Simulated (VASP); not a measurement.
Input of a VASP 6.6.1 run:

INCAR

```
SYSTEM = NaH
PREC = Accurate
ENCUT = 520
EDIFF = 1E-7
ISMEAR = 0
SIGMA = 0.1
LREAL = .False.
LASPH = .True.
NELM = 80
ALGO = Normal
ISIF = 2
LWAVE = .False.
LCHARG = .True.
GGA = PE
LELF = .True.
LVHAR = .True.
NBANDS = 36
```

File KPOINTS:

```
Automatic mesh
0
Gamma
  4 2 4
  0 0 0
```

File POSCAR:

```
NaH
1.0
   -3.3660409299      0.0000000000      0.0000000000
    0.0000000000      5.8301539109      0.0000000000
    1.6830204649     -0.9716923185     -8.6941299408
Na H
6 6
Direct
    0.2500000000      0.7500000000      0.5000000000
    0.7500000000      0.2500000000      0.5000000000
    0.0806587073      0.6935529024      0.1613174146
    0.5806587073      0.1935529024      0.1613174146
    0.4193412927      0.8064470976      0.8386825854
    0.9193412927      0.3064470976      0.8386825854
    0.5000000000      0.5000000000      0.0000000000
    0.0000000000      0.0000000000      0.0000000000
    0.8347263708      0.6115754569      0.6694527416
    0.3347263708      0.1115754569      0.6694527416
    0.6652736292      0.8884245431      0.3305472584
    0.1652736292      0.3884245431      0.3305472584
```

Potentials or basis: VASP PAW PBE potentials, release 64 (Na_pv, H).

The run is started by

```bash
$ cat potpaw_PBE.64/Na_pv/POTCAR potpaw_PBE.64/H/POTCAR > POTCAR
$ mpirun -np 1 vasp_std > vasp.out
```

(1) Estimate the largest force.

(2) Predict the band gap on the k mesh.

## Answers

(1) 0.003 eV/Å.

(2) 3.45 eV.

Caveat: the k points lie up to 0.54 Å⁻¹ apart.
